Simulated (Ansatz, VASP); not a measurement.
Mg3CdSe4 in VASP and in Ansatz

```
Mg Cd Se
1.0
     4.05090    0.00000    0.00000
     0.00000    4.05090    0.00000
     0.00000    0.00000   11.45768
Mg Cd Se
3 1 4
Direct
  0.00000 0.00000 0.75000
  0.00000 0.00000 0.25000
  0.50000 0.50000 0.50000
  0.50000 0.50000 0.00000
  0.00000 0.00000 0.00000
  0.50000 0.50000 0.25000
  0.00000 0.00000 0.50000
  0.50000 0.50000 0.75000
```

Alike in both runs: task relaxation of cell and atoms; functional PBE; k mesh 10 × 10 × 4; occupations gaussian, width 0.02 eV; no spin polarisation.

|  | VASP | Ansatz |
| --- | --- | --- |
| version | VASP 6.6.1 | Ansatz 0.2.0 |
| potentials or method | VASP PAW PBE potentials, release 64 (Mg, Cd, Se), cutoff 600 eV | scalar-relativistic, plane waves, PAW |
| valence electrons in the cell | 42 | 114 |

```csv
,VASP,Ansatz,Ansatz less VASP
"gap on the k mesh at the Fermi level, each at its own relaxed structure (eV)",0.38,0.39,+0.006
relaxed volume (Å³/atom),21.69,21.68,-0.009
relaxed length of the cell vector where the two differ most in proportion (Å),11.154,11.169,+0.0150
```

VASP's potentials hold 42 valence electrons a cell and Ansatz's 114, so a difference there can come from the potentials and not from the codes.
